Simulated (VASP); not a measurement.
# In3Se (Pm-3m) in VASP: settings compared

Aim: see how the results for In3Se move with the level of theory and the settings. Levels: r2SCAN, HSE06, PBEsol. Tasks: single point, relaxation of cell and atoms.

All numbers are computed with VASP 6.6.1; they aren't measurements. Logs are shortened: lines on timing, memory, paths and dates and some standing lists are left out, and cuts for length are marked.

### Step 1. The cell of the first run

It takes space group Pm-3m (No. 221, cubic). Conventional cell: a = 4.804 Å, b = 4.804 Å, c = 4.804 Å, α = 90.00°, β = 90.00°, γ = 90.00°. In (site symmetry 4/mmm) has 8 In at 3.40 Å and 4 Se at 3.40 Å within 4.5 Å. Within 4.5 Å of Se (site symmetry m-3m) lie 12 In at 3.40 Å.

### Step 2. Single point, r2SCAN

POSCAR reads:

```
In3Se
1.0
    4.8037580000      0.0000000000      0.0000000000
    0.0000000000      4.8037580000      0.0000000000
    0.0000000000      0.0000000000      4.8037580000
In Se
3 1
Direct
    0.5000000000      0.5000000000      0.0000000000
    0.5000000000      0.0000000000      0.5000000000
    0.0000000000      0.5000000000      0.5000000000
    0.0000000000      0.0000000000      0.0000000000
```

INCAR.step1 reads:

```
SYSTEM = In3Se
PREC = Accurate
ENCUT = 520
ISMEAR = -1
SIGMA = 0.05
LREAL = .FALSE.
LASPH = .TRUE.
NELM = 80
NBANDS = 30
GGA = PE
ALGO = Normal
EDIFF = 1E-4
LWAVE = .TRUE.
LCHARG = .FALSE.
```

INCAR.step2 reads:

```
SYSTEM = In3Se
PREC = Accurate
ENCUT = 520
EDIFF = 1E-6
ISMEAR = -1
SIGMA = 0.05
LREAL = .FALSE.
LASPH = .TRUE.
NELM = 80
ALGO = Normal
ISIF = 2
LWAVE = .FALSE.
LCHARG = .TRUE.
METAGGA = R2SCAN
LMIXTAU = .TRUE.
LELF = .TRUE.
LVHAR = .TRUE.
NBANDS = 30
ISTART = 1
```

KPOINTS reads:

```
regular mesh
0
G
  3 3 3
  0 0 0
```

Potentials or basis: VASP PAW PBE potentials, release 64 (In_d, Se).

Started as:

```console
$ cat potpaw_PBE.64/In_d/POTCAR potpaw_PBE.64/Se/POTCAR > POTCAR
$ cp INCAR.step1 INCAR
$ mpirun -np 1 vasp_std > vasp.out
$ cp INCAR.step2 INCAR
$ mpirun -np 1 vasp_std > vasp.out
```

OUTCAR:

```text
SYSTEM = In3Se
   PREC = Accurate
   ENCUT = 520
   EDIFF = 1E-6
   ISMEAR = -1
   LREAL = .FALSE.
   LASPH = .TRUE.
   NELM = 80
   ISIF = 2
   METAGGA = R2SCAN
   ISTART = 1

 ion  position               nearest neighbor table
   1  0.500  0.500  0.000-   2 3.40   3 3.40   4 3.40   2 3.40   3 3.40   2 3.40   4 3.40   2 3.40
                             3 3.40   4 3.40   3 3.40   4 3.40
   2  0.500  0.000  0.500-   1 3.40   3 3.40   4 3.40   1 3.40   4 3.40   1 3.40   3 3.40   1 3.40
                             3 3.40   4 3.40   4 3.40   3 3.40
   3  0.000  0.500  0.500-   1 3.40   2 3.40   4 3.40   1 3.40   4 3.40   2 3.40   4 3.40   4 3.40
                             1 3.40   2 3.40   1 3.40   2 3.40
   4  0.000  0.000  0.000-   1 3.40   2 3.40   3 3.40   2 3.40   3 3.40   1 3.40   3 3.40   3 3.40
                             1 3.40   2 3.40   2 3.40   1 3.40

  LATTYP: Found a simple cubic cell.
 ALAT       =     4.8037580000

  Lattice vectors:

 A1 = (   4.8037580000,   0.0000000000,   0.0000000000)
 A2 = (   0.0000000000,   4.8037580000,   0.0000000000)
 A3 = (   0.0000000000,   0.0000000000,   4.8037580000)

Analysis of symmetry for initial positions (statically):
=====================================================================
 Subroutine PRICEL returns:
 Original cell was already a primitive cell.

 Routine SETGRP: Setting up the symmetry group for a
 simple cubic supercell.

 Subroutine GETGRP returns: Found 48 space group operations
 (whereof 48 operations were pure point group operations)
 out of a pool of 48 trial point group operations.

The static configuration has the point symmetry O_h .

Analysis of symmetry for dynamics (positions and initial velocities):
=====================================================================
 Subroutine PRICEL returns:
 Original cell was already a primitive cell.

 Routine SETGRP: Setting up the symmetry group for a
 simple cubic supercell.

 Subroutine GETGRP returns: Found 48 space group operations
 (whereof 48 operations were pure point group operations)
 out of a pool of 48 trial point group operations.

The dynamic configuration has the point symmetry O_h .

 Subroutine INISYM returns: Found 48 space group operations
 (whereof 48 operations are pure point group operations),
 and found     1 'primitive' translations

----------------------------------------------------------------------------------------

                                     Primitive cell

  volume of cell :     110.8520
[... 72 lines left out ...]
   EDIFF  = 0.1E-05   stopping-criterion for ELM
   LREAL  =      F    real-space projection
   EDIFFG = 0.1E-04   stopping-criterion for IOM
   NSW    =      0    number of steps for IOM
   IBRION =     -1    ionic relax: 0-MD 1-quasi-New 2-CG
   NFREE  =      0    steps in history (QN), initial steepest desc. (CG)
   ISIF   =      2    stress and relaxation
   ISYM   =      2    0-nonsym 1-usesym 2-fastsym
   POTIM  = 0.5000    time-step for ionic-motion
   TEBEG  =    0.0;   TEEND  =   0.0 temperature during run
   PSTRESS=    0.0 pullay stress
   NELECT =      45.0000    total number of electrons
   NUPDOWN=      -1.0000    fix difference up-down
   EMIN   =  10.00;   EMAX   =-10.00  energy-range for DOS
   EFERMI =   0.00;   METHOD = LEGACY
   ISMEAR =    -1;   SIGMA  =   0.05  broadening in eV -4-tet -1-fermi 0-gaus
   EFERMI_NEDOS =   21; number of points for ismear=-14 and -15
   IALGO  =     38    algorithm
   IMIX   =      4    mixing-type and parameters
     AMIX     =   0.40;   BMIX     =  1.00
     AMIX_MAG =   1.60;   BMIX_MAG =  1.00
  volume/ion in A,a.u.               =      27.71       187.02
  Fermi-wavevector in a.u.,A,eV,Ry     =   1.212173  2.290675 19.991897  1.469363
  Thomas-Fermi vector in A             =   2.347665
   LORBIT       =      0    0 simple, 1 ext, 2 COOP (PROOUT), +10 PAW based schemes
   METAGGA = R2SCAN    functional components
   LHFCALC =     F    Hartree Fock is set to
   AEXX    =    0.0000 exact exchange contribution
   IVDW    =     0    specifies the selected vdW correction
   LEPSILON=     F    determine dielectric tensor
   LRPA    =     F    only Hartree local field effects (RPA)
 non-spin polarized calculation
  energy-cutoff  :      520.00
  volume of cell :      110.85
 maximum number of plane-waves:      3007
 NGX is ok and might be reduce to    36
   NGX = 17   NGY = 17   NGZ = 17

 number of electron      45.0000024 magnetization

 Free energy of the ion-electron system (eV)
  ---------------------------------------------------
  ext. energy  EPLUGINS =         0.00000000
  ---------------------------------------------------
  free energy    TOTEN  =       -82.26937686 eV

  energy without entropy =      -82.23776440  energy(sigma->0) =      -82.25357063

 E-fermi :   6.2279     XC(G=0): -10.3135

 val. band max:        5.2510805043   @ k =   0.3333   0.3333   0.3333
 cond. band min:       6.2369293471   @ k =   0.3333   0.0000   0.0000
 fundamental gap:      0.9858488428
 Fermi energy:         6.2279227163

 k-point     1 :       0.0000    0.0000    0.0000
  band No.  band energies     occupation
      1      -9.5224      2.00000
      2      -9.5224      2.00000
      3      -9.5224      2.00000
      4      -9.5163      2.00000
      5      -9.4112      2.00000
      6      -9.4112      2.00000
[... 121 lines left out ...]
     29      12.9483      0.00000
     30      13.8373      0.00000

------------------------ aborting loop because EDIFF is reached ----------------------------------------

  FORCE on cell =-STRESS in cart. coord.  units (eV):
  Direction    XX          YY          ZZ          XY          YZ          ZX
  --------------------------------------------------------------------------------------
  -------------------------------------------------------------------------------------
  Total       -0.6616207     -0.6616207     -0.6616207      0.0000000      0.0000000     -0.0000000
  in kB       -9.5626072     -9.5626072     -9.5626072      0.0000000      0.0000000     -0.0000000
  external PRESSURE =      -9.5626072 kB  Pullay stress =       0.0000000 kB

 VOLUME and BASIS-vectors are now :
 -----------------------------------------------------------------------------
  energy-cutoff  :      520.00
  volume of cell :      110.85
      direct lattice vectors                 reciprocal lattice vectors
     4.803758000  0.000000000  0.000000000     0.208170353  0.000000000  0.000000000
     0.000000000  4.803758000  0.000000000     0.000000000  0.208170353  0.000000000
     0.000000000  0.000000000  4.803758000     0.000000000  0.000000000  0.208170353

 POSITION                                       TOTAL-FORCE (eV/Angst)
 -----------------------------------------------------------------------------------
      2.40188      2.40188      0.00000         0.000000      0.000000      0.000000
      2.40188      0.00000      2.40188         0.000000      0.000000      0.000000
      0.00000      2.40188      2.40188         0.000000      0.000000      0.000000
      0.00000      0.00000      0.00000         0.000000      0.000000      0.000000
 -----------------------------------------------------------------------------------
    total drift:                                0.000000      0.000000      0.000000

  FREE ENERGIE OF THE ION-ELECTRON SYSTEM (eV)
  ---------------------------------------------------
  free  energy   TOTEN  =       -82.2693768554 eV

  energy  without entropy=      -82.2377644023  energy(sigma->0) =      -82.25357063
```

Run time: 2.1 min. Hardware: 1 thread of AMD EPYC 7R13, shared host; peak memory 0.19 GiB.

What came out:

* Free energy: -82.2694 eV
* Pressure: -1.0 GPa
* Band gap on the k mesh: zero (an odd number of electrons rules out a gap without spin polarisation)

Levels at points of the mesh, in eV from the Fermi level:
```tsv
k point	band 20	band 21	band 22	band 23	band 24	band 25
(0.00, 0.00, 0.00)	-3.72	-2.52	-2.52	0.81	0.81	0.81
```

Caveat: the k points lie up to 0.44 Å⁻¹ apart, too coarse for converged energies and pressures of a metal; the PAW data sets were made with another functional, which shifts forces and pressure a little; spin-orbit coupling is left out, which moves the levels of the heavy elements.

### Step 3. Single point, HSE06

POSCAR is that of step 2.

INCAR.step1 reads:

```
SYSTEM = In3Se
PREC = Accurate ; ENCUT = 520
EDIFF = 1E-5 ; ISMEAR = -1
SIGMA = 0.05 ; LREAL = .FALSE.
LASPH = .TRUE. ; NELM = 80
ALGO = Normal ; ISIF = 2
LWAVE = .TRUE. ; GGA = PE
NBANDS = 30
```

INCAR.step2 reads:

```
SYSTEM = In3Se
PREC = Accurate ; ENCUT = 520
EDIFF = 1E-6 ; ISMEAR = -1
SIGMA = 0.05 ; LREAL = .FALSE.
LASPH = .TRUE. ; NELM = 80
ALGO = Normal ; ISIF = 2
LWAVE = .FALSE. ; LCHARG = .TRUE.
GGA = PE ; LHFCALC = .TRUE.
HFSCREEN = 0.2079 ; PRECFOCK = Normal
LELF = .TRUE. ; LVHAR = .TRUE.
ISTART = 1 ; NBANDS = 30
```

KPOINTS is that of step 2.

Potentials or basis: VASP PAW PBE potentials, release 64 (In_d, Se).

Started as:

```console
$ cat potpaw_PBE.64/In_d/POTCAR potpaw_PBE.64/Se/POTCAR > POTCAR
$ cp INCAR.step1 INCAR
$ mpirun -np 1 vasp_std > vasp.out
$ cp INCAR.step2 INCAR
$ mpirun -np 1 vasp_std > vasp.out
```

It took 32 min on 1 thread of AMD EPYC 7R13, shared host; peak memory 0.31 GiB.

It converged, with:

- Free energy: -13.2889 eV
- Pressure: -0.8 GPa
- Band gap on the k mesh: zero (an odd number of electrons rules out a gap without spin polarisation)

Levels at points of the mesh, in eV from the Fermi level:
| k point | band 20 | band 21 | band 22 | band 23 | band 24 | band 25 |
| --- | --- | --- | --- | --- | --- | --- |
| (0.00, 0.00, 0.00) | -4.16 | -2.80 | -2.80 | 0.91 | 0.91 | 0.91 |

Caveat: the k points lie up to 0.44 Å⁻¹ apart, too coarse for converged energies and pressures of a metal; the PAW data sets were made with another functional, which shifts forces and pressure a little; spin-orbit coupling is left out, which moves the levels of the heavy elements.

### Step 4. Relaxation of cell and atoms, PBEsol, target pressure 30 GPa, at which the enthalpy is minimised

INCAR reads:

```
PREC = Accurate
ENCUT = 600
EDIFF = 1E-6
ISMEAR = -1
SIGMA = 0.05
LREAL = False
LASPH = True
NELM = 100
ALGO = Normal
ISIF = 3
LWAVE = False
LCHARG = False
GGA = PS
IBRION = 2
NSW = 80
EDIFFG = -0.005
PSTRESS = 300.0
```

KPOINTS reads:

```
Automatic mesh
0
Gamma
  6 6 6
```

POSCAR is that of step 3.

Potentials or basis: VASP PAW PBE potentials, release 64 (In_d, Se).

Started as:

```console
$ cat potpaw_PBE.64/In_d/POTCAR potpaw_PBE.64/Se/POTCAR > POTCAR
$ mpirun -np 1 vasp_std > vasp.out
```

OUTCAR:

```text
PREC = Accurate
   ENCUT = 600
   EDIFF = 1E-6
   ISMEAR = -1
   LREAL = False
   LASPH = True
   NELM = 100
   ISIF = 3
   GGA = PS
   IBRION = 2
   NSW = 80
   EDIFFG = -0.005
   PSTRESS = 300.0

 ion  position               nearest neighbor table
   1  0.500  0.500  0.000-   2 3.40   3 3.40   4 3.40   2 3.40   3 3.40   2 3.40   4 3.40   2 3.40
                             3 3.40   4 3.40   3 3.40   4 3.40
   2  0.500  0.000  0.500-   1 3.40   3 3.40   4 3.40   1 3.40   4 3.40   1 3.40   3 3.40   1 3.40
                             3 3.40   4 3.40   4 3.40   3 3.40
   3  0.000  0.500  0.500-   1 3.40   2 3.40   4 3.40   1 3.40   4 3.40   2 3.40   4 3.40   4 3.40
                             1 3.40   2 3.40   1 3.40   2 3.40
   4  0.000  0.000  0.000-   1 3.40   2 3.40   3 3.40   2 3.40   3 3.40   1 3.40   3 3.40   3 3.40
                             1 3.40   2 3.40   2 3.40   1 3.40

  LATTYP: Found a simple cubic cell.
 ALAT       =     4.8037580000

  Lattice vectors:

 A1 = (   4.8037580000,   0.0000000000,   0.0000000000)
 A2 = (   0.0000000000,   4.8037580000,   0.0000000000)
 A3 = (   0.0000000000,   0.0000000000,   4.8037580000)

Analysis of symmetry for initial positions (statically):
=====================================================================
 Subroutine PRICEL returns:
 Original cell was already a primitive cell.

 Routine SETGRP: Setting up the symmetry group for a
 simple cubic supercell.

 Subroutine GETGRP returns: Found 48 space group operations
 (whereof 48 operations were pure point group operations)
 out of a pool of 48 trial point group operations.

The static configuration has the point symmetry O_h .

Analysis of symmetry for dynamics (positions and initial velocities):
[... 158 lines left out ...]

  energy without entropy =      -13.14727168  energy(sigma->0) =      -13.15350697

 E-fermi :   5.8624     XC(G=0):  -9.8996

 val. band max:        5.6858472289   @ k =   0.5000   0.0000   0.0000
 cond. band min:       5.9081364401   @ k =   0.5000   0.1667   0.0000
 fundamental gap:      0.2222892112
 Fermi energy:         5.8624467651

 k-point     1 :       0.0000    0.0000    0.0000
  band No.  band energies     occupation
      1      -8.8958      2.00000
      2      -8.8901      2.00000
      3      -8.8901      2.00000
      4      -8.8901      2.00000
      5      -8.7705      2.00000
      6      -8.7705      2.00000
[... 704 lines left out ...]
  energy  without entropy=      -11.9786576286  energy(sigma->0) =      -11.98689614

  enthalpy is  TOTEN    =         2.6807431727 eV   P V=       14.6758778258

[... ionic steps 4 to 14 ...]

--------------------------------------- Ionic step       15  -------------------------------------------

 number of electron      45.0000001 magnetization

------------------------ aborting loop because EDIFF is reached ----------------------------------------
[... 75 lines left out ...]
--------------------------------------- Ionic step       17  -------------------------------------------

 number of electron      45.0000000 magnetization

 Free energy of the ion-electron system (eV)
  ---------------------------------------------------
  ext. energy  EPLUGINS =         0.00000000
  ---------------------------------------------------
  free energy    TOTEN  =       -11.33369428 eV

  energy without entropy =      -11.31446720  energy(sigma->0) =      -11.32408074

 E-fermi :  10.9215     XC(G=0): -11.8677

 val. band max:       10.8748726384   @ k =   0.5000   0.5000   0.0000
 cond. band min:      10.9274470378   @ k =   0.1667   0.1667   0.0000
 fundamental gap:      0.0525743994
 Fermi energy:        10.9215186094

 k-point     1 :       0.0000    0.0000    0.0000
  band No.  band energies     occupation
      1      -5.0901      2.00000
      2      -4.6681      2.00000
      3      -4.6681      2.00000
      4      -4.6681      2.00000
      5      -4.3936      2.00000
      6      -4.3936      2.00000
[... 624 lines left out ...]
  energy  without entropy=      -11.3144672038  energy(sigma->0) =      -11.32408074

  enthalpy is  TOTEN    =         2.5720447402 eV   P V=       13.9057390182

 reached required accuracy - stopping structural energy minimisation
```

OSZICAR:

```text
N       E                     dE             d eps       ncg     rms          rms(c)
DAV:   1     0.407813883855E+03    0.40781E+03   -0.23467E+04  1080   0.227E+03
DAV:   2     0.275436579634E+02   -0.38027E+03   -0.37557E+03  1080   0.488E+02
DAV:   3    -0.115990403095E+02   -0.39143E+02   -0.37628E+02  1390   0.172E+02
DAV:   4    -0.134115665596E+02   -0.18125E+01   -0.18008E+01  1206   0.376E+01
[... 130 lines left out ...]
DAV:   3    -0.113337062420E+02    0.14995E-03   -0.51139E-04  1502   0.425E-01    0.246E-02
DAV:   4    -0.113336983833E+02    0.78587E-05   -0.23912E-05  1081   0.412E-02    0.131E-02
DAV:   5    -0.113336956494E+02    0.27339E-05   -0.73086E-07   576   0.159E-02    0.519E-03
DAV:   6    -0.113336943339E+02    0.13155E-05   -0.16333E-06   751   0.109E-02    0.165E-03
DAV:   7    -0.113336942780E+02    0.55915E-07   -0.10199E-07   549   0.415E-03
  17 F= 0.25720447E+01 E0= 0.25816583E+01  d E =-.119332E-02
```

CONTCAR:

```text
In3Se
   1.00000000000000
     4.2033394838483167    0.0000000000000000    0.0000000000000000
     0.0000000000000000    4.2033394838483167   -0.0000000000000000
     0.0000000000000000    0.0000000000000000    4.2033394838483167
  In              Se
     3     1
Direct
     0.5000000000000000    0.5000000000000000    0.0000000000000000
     0.5000000000000000    0.0000000000000000    0.5000000000000000
     0.0000000000000000    0.5000000000000000    0.5000000000000000
     0.0000000000000000    0.0000000000000000    0.0000000000000000

  0.00000000E+00  0.00000000E+00  0.00000000E+00
  0.00000000E+00  0.00000000E+00  0.00000000E+00
  0.00000000E+00  0.00000000E+00  0.00000000E+00
  0.00000000E+00  0.00000000E+00  0.00000000E+00
```

Run time: 3.9 min. Hardware: 1 thread of Intel Xeon 6975P-C (Granite Rapids), shared host; peak memory 0.3 GiB.

What came out:

* Free energy: -11.3337 eV
* Relaxed volume: 18.57 Å³/atom
* Relaxed cell: a = 4.203 Å, b = 4.203 Å, c = 4.203 Å, α = 90.00°, β = 90.00°, γ = 90.00°
* Space group after relaxing (to 0.1 Å): Pm-3m (No. 221)
* Energy change on relaxing (the run minimises the enthalpy): +456.5 meV/atom
* Ionic steps: 17
* Pressure after relaxing: 30.0 GPa
* Band gap on the k mesh: zero (an odd number of electrons rules out a gap without spin polarisation)

The path:
```csv
step,energy change (eV),largest force (eV/Å),pressure (GPa),volume (Å³)
1,0.0000,0.0000,-2.93,110.85
2,25.9810,0.0000,331.20,42.28
3,1.1646,0.0000,21.90,78.38
4,1.4697,0.0000,25.64,76.32
5,1.8481,0.0000,30.23,74.15
6,1.7302,0.0000,28.87,74.79
7,1.7354,0.0000,28.90,74.76
8,1.7513,0.0000,29.11,74.67
9,1.7515,0.0000,29.08,74.67
10,1.7523,0.0000,29.11,74.67
11,1.7538,0.0000,29.13,74.66
12,1.7568,0.0000,29.16,74.64
13,1.7627,0.0000,29.23,74.61
14,1.7747,0.0000,29.37,74.54
15,1.7989,0.0000,29.68,74.41
16,1.8478,0.0000,30.26,74.15
17,1.8261,0.0000,30.01,74.26
```

Final structure:
```yaml
crystal:
  lattice:
    - [4.20334, 0.00000, 0.00000]
    - [0.00000, 4.20334, 0.00000]
    - [0.00000, 0.00000, 4.20334]
  atoms:
    - { symbol: In, position: [0.50000, 0.50000, 0.00000] }
    - { symbol: In, position: [0.50000, 0.00000, 0.50000] }
    - { symbol: In, position: [0.00000, 0.50000, 0.50000] }
    - { symbol: Se, position: [0.00000, 0.00000, 0.00000] }
```

Levels at points of the mesh, in eV from the Fermi level:
```
           k point  band 19  band 20  band 21  band 22  band 23  band 24  band 25  band 26  band 27
(0.00, 0.00, 0.00)    -5.34    -5.34    -1.76    -1.76     1.29     1.29     1.29     5.05     5.05
(0.50, 0.00, 0.00)    -3.87    -3.87    -1.42    -0.91    -0.91    -0.33     0.55     5.06     5.06
(0.50, 0.50, 0.00)    -7.61    -2.96    -1.56    -0.05    -0.05     1.47     1.47     2.27     2.30
(0.50, 0.50, 0.50)    -6.78    -5.13    -4.80    -4.80    -4.80     4.47     4.47     4.47    11.00
```

Caveat: the cell is relaxed towards a set pressure, so the run minimises the enthalpy, not the energy; the volume moved by over 15 % at a fixed basis, so the end points are rough; the PAW data sets were made with another functional, which shifts forces and pressure a little; spin-orbit coupling is left out, which moves the levels of the heavy elements.

### Step 5. Summary

```tsv
task	level	cell	k mesh	cutoff (eV)	grid for exact exchange (PRECFOCK)	share of exact exchange	screening parameter	gap on the mesh (eV)	pressure (GPa)
single point	r2SCAN	as given	3 × 3 × 3	520	-	-	-	none	-1.0
single point	HSE06	as given	3 × 3 × 3	520	Normal	0.25	0.2079 1/Å	none	-0.8
relaxation of cell and atoms	PBEsol	relaxed to 30 GPa	6 × 6 × 6	600	-	-	-	none	30.0
```

Alike in all rows: potentials or basis VASP PAW PBE potentials, release 64 (In_d, Se); no spin polarisation; smearing fermi-dirac 0.05 eV.

Caveats: some runs use coarse meshes; the PAW data sets were made with another functional, which shifts forces and pressure a little; spin-orbit coupling is left out, which moves the levels of the heavy elements; the cell is relaxed towards a set pressure, so the run minimises the enthalpy, not the energy (at least some runs); the volume moved by over 15 % at a fixed basis, so the end points are rough (at least some runs).

Total energies depend on the potentials used, so only differences within one code and one set of settings carry meaning.
